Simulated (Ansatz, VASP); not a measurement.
**CsI in VASP and in Ansatz**

Contents of INCAR:

```
PREC = Accurate ; ENCUT = 400
EDIFF = 1E-8 ; ISMEAR = -1
SIGMA = 0.03 ; LREAL = False
LASPH = True ; NELM = 120
ALGO = Normal ; ISIF = 2
LWAVE = False ; LCHARG = False
GGA = PE ; LEFG = True
NBANDS = 15 ; GGA_COMPAT = False
```

Contents of KPOINTS:

```
Automatic mesh
0
Gamma
  6 6 6
```

Contents of POSCAR:

```
CsI
1.0
    3.8223074235      0.0000000000      0.0000000000
    0.0000000000      3.8223074235      0.0000000000
    0.0000000000      0.0000000000      3.8223074235
Cs I
1 1
Direct
    0.0000000000      0.0000000000      0.0000000000
    0.5000000000      0.5000000000      0.5000000000
```

Input for Ansatz:

```yaml
crystal:
  lattice:
    - [3.8223074235, 0.0, 0.0]
    - [0.0, 3.8223074235, 0.0]
    - [0.0, 0.0, 3.8223074235]
  atoms:
    - { symbol: Cs, position: [0.0, 0.0, 0.0] }
    - { symbol: I, position: [0.5, 0.5, 0.5] }
kpoints:
  mp_grid: { grid: [6, 6, 6] }
  band_path:
    path:
      - [0.0, 0.0, 0.0]
      - [0.0, 0.5, 0.0]
      - [0.5, 0.5, 0.0]
      - [0.0, 0.0, 0.0]
      - [0.5, 0.5, 0.5]
      - [0.0, 0.5, 0.0]
      - [0.5, 0.5, 0.5]
      - [0.5, 0.5, 0.0]
    npoints: 6
scf:
  occupations: { method: fermi_dirac, width: 0.03 }
hamiltonian:
  xc: pbe
  pseudopotentials: { kind: paw }
output:
  forces: true
  stress: true
  eigenvalues: true
  efg: { contact_densities: true }
  populations: true
```

Change from the starting cell: volume scaled by 0.55, PAW files.

Alike in both runs: task electric field gradients; functional PBE; k mesh 6 × 6 × 6; occupations fermi-dirac, width 0.03 eV; no spin polarisation.

|  | VASP | Ansatz |
| --- | --- | --- |
| version | VASP 6.6.1 | Ansatz 0.2.0 |
| potentials or method | VASP PAW PBE potentials, release 64 (Cs_sv, I) | PAW with Ansatz's default frozen-core files, scalar-relativistic |
| plane-wave cutoff (eV) | 400 | 420 |
| valence electrons in the cell | 16 | 26 |

|  | VASP | Ansatz | Ansatz less VASP |
| --- | --- | --- | --- |
| gap on the k mesh at the Fermi level (eV) | 2.24 | 2.29 | +0.052 |
| pressure (GPa) | 27.1 | 26.5 | -0.53 |

With one functional, cell and mesh, what is left measures potentials, basis and numerics. VASP's potentials hold 16 valence electrons a cell and Ansatz's 26, so a difference there can come from the potentials and not from the codes.

Neither program's run includes spin-orbit coupling.
